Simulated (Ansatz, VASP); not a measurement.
## One calculation of C, two programs

```xyz
4
Lattice="1.2280 -2.1271 0.0000 1.2280 2.1271 0.0000 0.0000 0.0000 7.1733" Properties=species:S:1:pos:R:3 pbc="T T T"
C     1.2280   -1.7724    5.4025
C     1.2280    0.3547    1.7708
C     1.2280    1.7724    1.7708
C     1.2280   -0.3547    5.4025
```

Alike in both runs: functional r2SCAN; k mesh 12 × 12 × 4; occupations fermi-dirac, width 0.05 eV; no spin polarisation.

|  | VASP | Ansatz |
| --- | --- | --- |
| version | VASP 6.6.1 | Ansatz 0.2.0 |
| potentials or method | VASP PAW PBE potentials, release 64 (C) | Ansatz PAW |
| plane-wave cutoff (eV) | 520 | 500 |
| valence electrons in the cell | 16 | 16 |
| task | single point | band structure |

|  | VASP | Ansatz | Ansatz less VASP |
| --- | --- | --- | --- |
| gap on the k mesh at the Fermi level (eV) | 0.03 | 0.03 | 0.000 |
| least direct gap on the mesh (eV) | 0.03 | 0.03 | 0.000 |
| pressure (GPa) | 0.5 | -0.1 | -0.63 |
| traceless stress, the component that is largest in VASP (GPa) | -0.89 | -0.15 | +0.739 |
| rms of the force components (eV/Å) | 0.012 | 0.012 | -0.0001 |

VASP's potentials were made for PBE, not for r2SCAN. Atom by atom the forces differ by 0.000 eV/Å (rms over components). With one functional, cell and mesh, what is left measures potentials, basis and numerics.
